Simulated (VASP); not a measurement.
# HfOs (Fm-3m) in VASP: single point with LDA

Aim: the single point of HfOs with LDA.

Everything below comes from runs of VASP 6.6.1. Logs are shortened: lines on timing, memory, paths and dates and some standing lists are left out, and cuts for length are marked.

## 1. The cell of the first run

Symmetry: Fm-3m, No. 225, cubic system. The conventional cell has a = 5.142 Å, b = 5.142 Å, c = 5.142 Å, α = 90.00°, β = 90.00°, γ = 90.00°. Hf (site symmetry m-3m) has 6 Os at 2.57 Å within 3.4 Å. Within 3.4 Å of Os (site symmetry m-3m) lie 6 Hf at 2.57 Å.

## 2. Single point, LDA

INCAR reads:

```
SYSTEM = HfOs
ALGO     = Normal         ! electronic algorithm
EDIFF    = 1E-6           ! SCF threshold, eV
ENCUT    = 520            ! plane-wave cutoff, eV
GGA      = CA             ! functional
ISIF     = 2              ! what is computed and relaxed
ISMEAR   = 0              ! smearing method
LASPH    = .TRUE.         ! aspherical terms in the spheres
LCHARG   = .FALSE.        ! write CHGCAR
LREAL    = .FALSE.        ! projectors in reciprocal space
LWAVE    = .FALSE.        ! write WAVECAR
NBANDS   = 16             ! bands
NELM     = 80             ! most SCF steps
PREC     = Accurate       ! precision mode
SIGMA    = 0.15           ! smearing width, eV
```

KPOINTS reads:

```
k-points
0
G
  16 16 16
  0 0 0
```

POSCAR reads:

```
HfOs
1.0
    3.4277280049      0.8569320012      0.8569320012
    0.8569320012      3.4277280049      0.8569320012
    0.8569320012      0.8569320012      3.4277280049
Hf Os
1 1
Direct
    0.0000000000      0.0000000000      0.0000000000
    0.5000000000      0.5000000000      0.5000000000
```

Potentials or basis: VASP PAW LDA potentials, release 64 (Hf_pv, Os).

On the command line:

```
> cat potpaw_LDA.64/Hf_pv/POTCAR potpaw_LDA.64/Os/POTCAR > POTCAR
> mpirun -np 1 vasp_std > vasp.out
```

OUTCAR:

```text
SYSTEM = HfOs
   EDIFF = 1E-6
   ENCUT = 520
   GGA = CA
   ISIF = 2
   ISMEAR = 0
   LASPH = .TRUE.
   LREAL = .FALSE.
   NELM = 80
   PREC = Accurate

 ion  position               nearest neighbor table
   1  0.000  0.000  0.000-   2 2.57   2 2.57   2 2.57   2 2.57   2 2.57   2 2.57
   2  0.500  0.500  0.500-   1 2.57   1 2.57   1 2.57   1 2.57   1 2.57   1 2.57

  LATTYP: Found a face centered cubic cell.
 ALAT       =     5.1415920073

  Lattice vectors:

 A1 = (   3.4277280049,   0.8569320012,   0.8569320012)
 A2 = (   0.8569320012,   3.4277280049,   0.8569320012)
 A3 = (   0.8569320012,   0.8569320012,   3.4277280049)

Analysis of symmetry for initial positions (statically):
=====================================================================
 Subroutine PRICEL returns:
 Original cell was already a primitive cell.

 Routine SETGRP: Setting up the symmetry group for a
 face centered cubic supercell.

 Subroutine GETGRP returns: Found 48 space group operations
 (whereof 48 operations were pure point group operations)
 out of a pool of 48 trial point group operations.

The static configuration has the point symmetry O_h .

Analysis of symmetry for dynamics (positions and initial velocities):
=====================================================================
 Subroutine PRICEL returns:
 Original cell was already a primitive cell.

 Routine SETGRP: Setting up the symmetry group for a
 face centered cubic supercell.

 Subroutine GETGRP returns: Found 48 space group operations
 (whereof 48 operations were pure point group operations)
 out of a pool of 48 trial point group operations.

The dynamic configuration has the point symmetry O_h .

 Subroutine INISYM returns: Found 48 space group operations
 (whereof 48 operations are pure point group operations),
 and found     1 'primitive' translations

----------------------------------------------------------------------------------------

                                     Primitive cell

  volume of cell :      33.9807

  direct lattice vectors                    reciprocal lattice vectors
     3.427728005  0.856932001  0.856932001     0.324153815 -0.064830763 -0.064830763
     0.856932001  3.427728005  0.856932001    -0.064830763  0.324153815 -0.064830763
     0.856932001  0.856932001  3.427728005    -0.064830763 -0.064830763  0.324153815

  length of vectors
     3.635654574  3.635654574  3.635654574     0.336870527  0.336870527  0.336870527

  position of ions in fractional coordinates (direct lattice)
     0.000000000  0.000000000  0.000000000
     0.500000000  0.500000000  0.500000000

  ion indices of the primitive-cell ions
   primitive index   ion index
                 1           1
                 2           2

----------------------------------------------------------------------------------------

 KPOINTS: k-points

Automatic generation of k-mesh.
 Grid dimensions read from file:
 generate k-points for:   16   16   16

 Generating k-lattice:

  Cartesian coordinates                     Fractional coordinates (reciprocal lattice)
     0.020259613 -0.004051923 -0.004051923     0.062500000  0.000000000  0.000000000
    -0.004051923  0.020259613 -0.004051923     0.000000000  0.062500000  0.000000000
    -0.004051923 -0.004051923  0.020259613     0.000000000  0.000000000  0.062500000

  Length of vectors
     0.021054408  0.021054408  0.021054408

  Shift w.r.t. Gamma in fractional coordinates (k-lattice)
     0.000000000  0.000000000  0.000000000

 Subroutine IBZKPT returns following result:
 ===========================================

 Found    145 irreducible k-points:

 Following reciprocal coordinates:
            Coordinates               Weight
  0.000000  0.000000  0.000000      1.000000
  0.062500  0.000000  0.000000      8.000000
  0.125000  0.000000  0.000000      8.000000
  0.187500 -0.000000 -0.000000      8.000000
  0.250000  0.000000  0.000000      8.000000
  0.312500  0.000000  0.000000      8.000000
[... 16 lines left out ...]
 -0.125000  0.062500 -0.000000     24.000000
 -0.062500  0.062500  0.000000     12.000000
 [... further k-points ...]
   k-points           NKPTS =    145   k-points in BZ     NKDIM =    145   number of bands    NBANDS=     16
   number of dos      NEDOS =    301   number of ions     NIONS =      2
   total plane-waves  NPLWV =  21952
   dimension x,y,z NGX =    28 NGY =   28 NGZ =   28
   dimension x,y,z NGXF=    56 NGYF=   56 NGZF=   56
   ions per type =               1   1
   NGX,Y,Z   is equivalent  to a cutoff of  12.80, 12.80, 12.80 a.u.
   NGXF,Y,Z  is equivalent  to a cutoff of  25.61, 25.61, 25.61 a.u.
 SYSTEM =  HfOs
   PREC   = accura    normal or accurate (medium, high low for compatibility)
   ISTART =      0    job   : 0-new  1-cont  2-samecut
   ICHARG =      2    charge: 1-file 2-atom 10-const
   ISPIN  =      1    spin polarized calculation?
   LNONCOLLINEAR =      F non collinear calculations
   LSORBIT =      F    spin-orbit coupling
   LASPH  =      T    aspherical Exc in radial PAW
   ENCUT  =  520.0 eV  38.22 Ry    6.18 a.u.   6.76  6.76  6.76*2*pi/ulx,y,z
   NELM   =     80;   NELMIN=  2; NELMDL= -5     # of ELM steps
   EDIFF  = 0.1E-05   stopping-criterion for ELM
   LREAL  =      F    real-space projection
   EDIFFG = 0.1E-04   stopping-criterion for IOM
   NSW    =      0    number of steps for IOM
   IBRION =     -1    ionic relax: 0-MD 1-quasi-New 2-CG
   NFREE  =      0    steps in history (QN), initial steepest desc. (CG)
   ISIF   =      2    stress and relaxation
   ISYM   =      2    0-nonsym 1-usesym 2-fastsym
   POTIM  = 0.5000    time-step for ionic-motion
   TEBEG  =    0.0;   TEEND  =   0.0 temperature during run
   PSTRESS=    0.0 pullay stress
   NELECT =      18.0000    total number of electrons
   NUPDOWN=      -1.0000    fix difference up-down
   EMIN   =  10.00;   EMAX   =-10.00  energy-range for DOS
   EFERMI =   0.00;   METHOD = LEGACY
   ISMEAR =     0;   SIGMA  =   0.15  broadening in eV -4-tet -1-fermi 0-gaus
   EFERMI_NEDOS =   21; number of points for ismear=-14 and -15
   IALGO  =     38    algorithm
   IMIX   =      4    mixing-type and parameters
     AMIX     =   0.40;   BMIX     =  1.00
     AMIX_MAG =   1.60;   BMIX_MAG =  1.00
  volume/ion in A,a.u.               =      16.99       114.66
  Fermi-wavevector in a.u.,A,eV,Ry     =   1.324610  2.503150 23.872671  1.754592
  Thomas-Fermi vector in A             =   2.454132
   LORBIT       =      0    0 simple, 1 ext, 2 COOP (PROOUT), +10 PAW based schemes
   GGA     = CA    functional components
   LHFCALC =     F    Hartree Fock is set to
   AEXX    =    0.0000 exact exchange contribution
   IVDW    =     0    specifies the selected vdW correction
   LEPSILON=     F    determine dielectric tensor
   LRPA    =     F    only Hartree local field effects (RPA)
 non-spin polarized calculation
 Gauss-broadening in eV      SIGMA  =   0.15
  energy-cutoff  :      520.00
  volume of cell :       33.98
 maximum number of plane-waves:       941
   NGX = 13   NGY = 13   NGZ = 13

 number of electron      18.0000001 magnetization

 Free energy of the ion-electron system (eV)
  ---------------------------------------------------
  ext. energy  EPLUGINS =         0.00000000
  ---------------------------------------------------
  free energy    TOTEN  =       -22.59511525 eV

  energy without entropy =      -22.57860063  energy(sigma->0) =      -22.58685794

 E-fermi :   6.2918     XC(G=0): -12.7844

 val. band max:        6.2850766374   @ k =   0.4375   0.4375  -0.0000
 cond. band min:       6.2947907920   @ k =   0.4375   0.2500   0.0000
 fundamental gap:      0.0097141546
 Fermi energy:         6.2917707006

 k-point     1 :       0.0000    0.0000    0.0000
  band No.  band energies     occupation
      1     -23.3123      2.00000
      2     -23.3123      2.00000
      3     -23.3123      2.00000
      4      -1.7346      2.00000
      5       2.2814      2.00000
      6       2.2814      2.00000
[... 8 lines left out ...]
     15      16.0963      0.00000
     16      19.2356      0.00000

 k-point     2 :       0.0625    0.0000    0.0000
  band No.  band energies     occupation
      1     -23.3234      2.00000
      2     -23.3160      2.00000
      3     -23.3160      2.00000
      4      -1.6256      2.00000
      5       2.3506      2.00000
      6       2.3506      2.00000
[... 8 lines left out ...]
     15      15.5506      0.00000
     16      18.8767      0.00000

 k-point     3 :       0.1250    0.0000    0.0000
  band No.  band energies     occupation
      1     -23.3549      2.00000
      2     -23.3268      2.00000
      3     -23.3268      2.00000
      4      -1.3035      2.00000
      5       2.5558      2.00000
      6       2.5558      2.00000
[... 8 lines left out ...]
     15      15.1666      0.00000
     16      17.9389      0.00000

 k-point     4 :       0.1875   -0.0000   -0.0000
  band No.  band energies     occupation
      1     -23.4016      2.00000
      2     -23.3428      2.00000
      3     -23.3428      2.00000
      4      -0.7842      2.00000
      5       2.6185      2.00000
      6       2.8893      2.00000
[... 8 lines left out ...]
     15      16.0279      0.00000
     16      16.6342      0.00000
[... 324 lines left out ...]
 k-point    22 :      -0.1875    0.0625    0.0000
  band No.  band energies     occupation
      1     -23.4266      2.00000
      2     -23.3556      2.00000
      3     -23.3443      2.00000
      4      -0.5034      2.00000
      5       2.5649      2.00000
      6       2.9223      2.00000
[... 8 lines left out ...]
     15      16.5293      0.00000
     16      16.6128      0.00000

 k-point    23 :      -0.1250    0.0625   -0.0000
  band No.  band energies     occupation
      1     -23.3792      2.00000
      2     -23.3379      2.00000
      3     -23.3282      2.00000
      4      -1.0674      2.00000
      5       2.5368      2.00000
      6       2.6015      2.00000
[... 8 lines left out ...]
     15      15.5977      0.00000
     16      18.0406      0.00000

 k-point    24 :      -0.0625    0.0625    0.0000
  band No.  band energies     occupation
      1     -23.3428      2.00000
      2     -23.3240      2.00000
      3     -23.3183      2.00000
      4      -1.4480      2.00000
      5       2.4079      2.00000
      6       2.5226      2.00000
[... 8 lines left out ...]
     15      15.3089      0.00000
     16      19.1110      0.00000

 [... further k-points ...]

------------------------ aborting loop because EDIFF is reached ----------------------------------------

  FORCE on cell =-STRESS in cart. coord.  units (eV):
  Direction    XX          YY          ZZ          XY          YZ          ZX
  --------------------------------------------------------------------------------------
  -------------------------------------------------------------------------------------
  Total        3.8640106      3.8640106      3.8640106     -0.0000000     -0.0000000     -0.0000000
  in kB      182.1864374    182.1864374    182.1864374     -0.0000000     -0.0000000     -0.0000000
  external PRESSURE =     182.1864374 kB  Pullay stress =       0.0000000 kB

 VOLUME and BASIS-vectors are now :
 -----------------------------------------------------------------------------
  energy-cutoff  :      520.00
  volume of cell :       33.98
      direct lattice vectors                 reciprocal lattice vectors
     3.427728005  0.856932001  0.856932001     0.324153815 -0.064830763 -0.064830763
     0.856932001  3.427728005  0.856932001    -0.064830763  0.324153815 -0.064830763
     0.856932001  0.856932001  3.427728005    -0.064830763 -0.064830763  0.324153815

 POSITION                                       TOTAL-FORCE (eV/Angst)
 -----------------------------------------------------------------------------------
      0.00000      0.00000      0.00000         0.000000     -0.000000     -0.000000
      2.57080      2.57080      2.57080        -0.000000      0.000000      0.000000
 -----------------------------------------------------------------------------------
    total drift:                                0.000000      0.000000      0.000000

  FREE ENERGIE OF THE ION-ELECTRON SYSTEM (eV)
  ---------------------------------------------------
  free  energy   TOTEN  =       -22.5951152451 eV

  energy  without entropy=      -22.5786006321  energy(sigma->0) =      -22.58685794
```

Wall time 61 s (1 thread of Intel Xeon Platinum 8259CL at 2.50GHz (Skylake/Cascade Lake), shared host); peak memory 0.21 GiB.

Results:

```yaml
Free_energy: -22.5951 eV
Pressure: 18.2 GPa
Band_gap_on_the_k_mesh: zero (bands 9 and 10 overlap by 0.27 eV)
```

Caveat: the cell stands under pressure; spin-orbit coupling is left out, which moves the levels of the heavy elements.
